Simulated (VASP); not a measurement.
## KTaO3: single point with LDA

KTaO3:

```xyz
5
Lattice="3.9901 0.0000 0.0000 0.0000 3.9901 0.0000 0.0000 0.0000 3.9901" Properties=species:S:1:pos:R:3 pbc="T T T"
K     1.9951    1.9951    1.9951
Ta    0.0000    0.0000    0.0000
O     1.9951    0.0000    0.0000
O     0.0000    1.9951    0.0000
O     0.0000    0.0000    1.9951
```

```
Program             : VASP 6.6.1
Task                : single point
Functional          : LDA
Potentials or basis : VASP PAW LDA potentials, release 64 (K_sv, Ta_pv, O)
Cutoff              : 520 eV
k mesh              : 6 × 6 × 6
Occupations         : gaussian, width 0.01 eV
Spin                : no spin polarisation
```

```yaml
Pressure: -4.7 GPa
Band_gap_on_the_k_mesh: 2.02 eV, indirect (least direct gap 2.64 eV)
```

Levels at points of the mesh, in eV from the valence-band top:
```csv
k point,band 15,band 16,band 17,band 18,band 19,band 20,band 21,band 22,band 23,band 24
"(0.00, 0.00, 0.00)",-1.08,-1.08,-0.63,-0.63,-0.63,2.02,2.02,2.02,6.37,6.74
"(0.50, 0.00, 0.00)",-2.34,-2.19,-1.56,-0.86,-0.86,2.18,4.92,4.92,6.78,8.39
"(0.50, 0.50, 0.00)",-2.90,-1.65,-1.45,-1.45,-0.04,4.96,4.96,6.24,7.63,9.92
"(0.50, 0.50, 0.50)",-3.95,-3.95,0.00,0.00,0.00,6.38,6.38,6.38,8.72,8.72
```

Run time: 17 s on 1 thread of Intel(R) Xeon(R) 6975P-C (Granite Rapids) (shared host), peak memory 0.16 GiB.

Caveat: spin-orbit coupling is left out, which moves the levels of the heavy elements. A k mesh can miss the band edges.
